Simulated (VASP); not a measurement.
# TiAl (Pm-3m) in VASP: a series of runs, part 2 of 2

VASP 6.6.1. The steps go on from the part before.

## 3. Single point, PBEsol

This run uses another cell than the first one, of 15.73 Å³/atom, 1.040 times its volume.

INCAR reads:

```
ALGO = Normal
EDIFF = 1E-7
ENCUT = 520
GGA = PS
ISIF = 2
ISMEAR = -1
LASPH = True
LCHARG = True
LELF = True
LREAL = False
LVHAR = True
LWAVE = False
NBANDS = 14
NELM = 80
PREC = Accurate
SIGMA = 0.05
```

KPOINTS reads:

```
k-points
0
Gamma
  8 8 8
```

POSCAR reads:

```
TiAl
1.0
    3.1569518342      0.0000000000      0.0000000000
    0.0000000000      3.1569518342      0.0000000000
    0.0000000000      0.0000000000      3.1569518342
Ti Al
1 1
Direct
    0.0000000000      0.0000000000      0.0000000000
    0.5000000000      0.5000000000      0.5000000000
```

Potentials or basis: VASP PAW PBE potentials, release 64 (Ti_sv, Al).

Launch:

```console
> cat potpaw_PBE.64/Ti_sv/POTCAR potpaw_PBE.64/Al/POTCAR > POTCAR
> mpirun -np 1 vasp_std > vasp.out
```

OUTCAR:

```text
EDIFF = 1E-7
   ENCUT = 520
   GGA = PS
   ISIF = 2
   ISMEAR = -1
   LASPH = True
   LREAL = False
   NELM = 80
   PREC = Accurate

 ion  position               nearest neighbor table
   1  0.000  0.000  0.000-   2 2.73   2 2.73   2 2.73   2 2.73   2 2.73   2 2.73   2 2.73   2 2.73

   2  0.500  0.500  0.500-   1 2.73   1 2.73   1 2.73   1 2.73   1 2.73   1 2.73   1 2.73   1 2.73

  LATTYP: Found a simple cubic cell.
 ALAT       =     3.1569518342

  Lattice vectors:

 A1 = (   3.1569518342,   0.0000000000,   0.0000000000)
 A2 = (   0.0000000000,   3.1569518342,   0.0000000000)
 A3 = (   0.0000000000,   0.0000000000,   3.1569518342)

Analysis of symmetry for initial positions (statically):
=====================================================================
 Subroutine PRICEL returns:
 Original cell was already a primitive cell.

 Routine SETGRP: Setting up the symmetry group for a
 simple cubic supercell.

 Subroutine GETGRP returns: Found 48 space group operations
 (whereof 48 operations were pure point group operations)
 out of a pool of 48 trial point group operations.

The static configuration has the point symmetry O_h .

[... 165 lines left out ...]
 Fermi energy:         8.8934197236

 k-point     1 :       0.0000    0.0000    0.0000
  band No.  band energies     occupation
      1     -47.7236      2.00000
      2     -24.0237      2.00000
      3     -24.0237      2.00000
      4     -24.0237      2.00000
      5      -0.4518      2.00000
      6       7.4129      2.00000
      7       7.4129      2.00000
      8      10.7342      0.00000
      9      10.7342      0.00000
     10      10.7342      0.00000
     11      13.4174      0.00000
     12      13.4174      0.00000
     13      13.4174      0.00000
     14      17.8632      0.00000
[... 377 lines left out ...]
      1     -47.6908      2.00000
      2     -24.1849      2.00000
      3     -24.1554      2.00000
      4     -24.0184      2.00000
      5       3.8087      2.00000
      6       5.8663      2.00000
      7       6.9185      2.00000
      8       8.3051      1.99998
      9       9.8032      0.00000
     10       9.8235      0.00000
     11      11.8446      0.00000
     12      13.7446      0.00000
     13      14.1259      0.00000
     14      16.4787      0.00000

 [... further k-points ...]
[... 5 lines left out ...]
  --------------------------------------------------------------------------------------
  -------------------------------------------------------------------------------------
  Total        0.0111259      0.0111259      0.0111259     -0.0000000      0.0000000     -0.0000000
  in kB        0.5665550      0.5665550      0.5665550     -0.0000000      0.0000000     -0.0000000
  external PRESSURE =       0.5665550 kB  Pullay stress =       0.0000000 kB

 VOLUME and BASIS-vectors are now :
 -----------------------------------------------------------------------------
  energy-cutoff  :      520.00
  volume of cell :       31.46
      direct lattice vectors                 reciprocal lattice vectors
     3.156951834  0.000000000  0.000000000     0.316761247  0.000000000  0.000000000
     0.000000000  3.156951834  0.000000000     0.000000000  0.316761247  0.000000000
     0.000000000  0.000000000  3.156951834     0.000000000  0.000000000  0.316761247

 POSITION                                       TOTAL-FORCE (eV/Angst)
 -----------------------------------------------------------------------------------
      0.00000      0.00000      0.00000         0.000000      0.000000      0.000000
      1.57848      1.57848      1.57848         0.000000      0.000000      0.000000
 -----------------------------------------------------------------------------------
    total drift:                                0.000000      0.000000      0.000000

  FREE ENERGIE OF THE ION-ELECTRON SYSTEM (eV)
  ---------------------------------------------------
  free  energy   TOTEN  =       -12.9732950863 eV

  energy  without entropy=      -12.9505619214  energy(sigma->0) =      -12.96192850
```

It took 18 s on 1 thread of Intel Xeon 8259CL, shared host; peak memory 0.14 GiB.

Results:

```yaml
Free_energy: -12.9733 eV
Pressure: 0.1 GPa
```

Caveat: the PAW data sets were made with another functional, which shifts forces and pressure a little.

## 4. Relaxation of cell and atoms, PBEsol

This run uses another cell than the first one, of 16.06 Å³/atom, 1.062 times its volume.

INCAR reads:

```
PREC = Accurate
ENCUT = 600
EDIFF = 1E-6
ISMEAR = -1
SIGMA = 0.05
LREAL = F
LASPH = T
NELM = 100
ALGO = Normal
ISIF = 3
LWAVE = F
LCHARG = F
GGA = PS
IBRION = 2
NSW = 80
EDIFFG = -0.02
```

KPOINTS reads:

```
Automatic mesh
0
Gamma
  8 8 8
```

POSCAR reads:

```
TiAl
1.0
    3.1790640000      0.0000000000      0.0000000000
    0.0000000000      3.1790640000      0.0000000000
    0.0000000000      0.0000000000      3.1790640000
Ti Al
1 1
Direct
    0.0000000000      0.0000000000      0.0000000000
    0.5000000000      0.5000000000      0.5000000000
```

Launch:

```console
> cat potpaw_PBE.64/Ti_sv/POTCAR potpaw_PBE.64/Al/POTCAR > POTCAR
> mpirun -np 1 vasp_std > vasp.out
```

It took 66 s on 1 thread of Intel Xeon 8259CL, shared host; peak memory 0.17 GiB.

The run converged. Its results:

```yaml
Free_energy: -12.9738 eV
Relaxed_volume: 15.74 Å³/atom
Relaxed_cell: a = 3.158 Å, b = 3.158 Å, c = 3.158 Å, α = 90.00°, β = 90.00°, γ = 90.00°
Space_group_after_relaxing_to_0.05_Å: Pm-3m (No. 221)
Energy_gained_by_relaxing: 2.4 meV/atom
Ionic_steps: 3
Pressure_after_relaxing: 0.0 GPa
```

Step by step:
| step | energy change (eV) | largest force (eV/Å) | pressure (GPa) | volume (Å³) |
| --- | --- | --- | --- | --- |
| 1 | 0.0000 | 0.0000 | -2.39 | 32.13 |
| 2 | -0.0025 | 0.0000 | 1.73 | 31.03 |
| 3 | -0.0048 | 0.0000 | 0.03 | 31.48 |

Final structure:
```
Ti Al
1.0
     3.15750    0.00000    0.00000
     0.00000    3.15750    0.00000
     0.00000    0.00000    3.15750
Ti Al
1 1
Direct
  0.00000 0.00000 0.00000
  0.50000 0.50000 0.50000
```

Levels at points of the mesh, in eV from the Fermi level:
| k point | band 4 | band 5 | band 6 | band 7 | band 8 | band 9 | band 10 | band 11 |
| --- | --- | --- | --- | --- | --- | --- | --- | --- |
| (0.00, 0.00, 0.00) | -32.92 | -9.34 | -1.48 | -1.48 | 1.84 | 1.84 | 1.84 | 4.52 |
| (0.50, 0.00, 0.00) | -32.90 | -6.03 | -5.24 | -0.56 | 0.14 | 0.14 | 2.05 | 3.10 |
| (0.50, 0.50, 0.00) | -32.89 | -5.06 | -2.09 | -2.09 | -1.50 | 0.71 | 0.71 | 2.83 |
| (0.50, 0.50, 0.50) | -33.06 | -3.15 | -3.15 | -3.15 | 0.78 | 2.90 | 2.90 | 2.97 |

Caveat: the PAW data sets were made with another functional, which shifts forces and pressure a little.

## 5. Summary

```tsv
task	cell	cutoff (eV)	gap on the mesh (eV)	pressure (GPa)
single point	a = 3.116 Å, 2 atoms	520	none	5.1
single point	a = 3.157 Å, 2 atoms	520	none	0.1
relaxation of cell and atoms	relaxed from a = 3.179 Å, 2 atoms	600	none	0.0
```

Alike in all rows: level PBEsol; potentials or basis VASP PAW PBE potentials, release 64 (Ti_sv, Al); no spin polarisation; k mesh 8 × 8 × 8; smearing fermi-dirac 0.05 eV.

Caveats: the PAW data sets were made with another functional, which shifts forces and pressure a little.

Absolute energies hang on the potentials; compare differences alone.
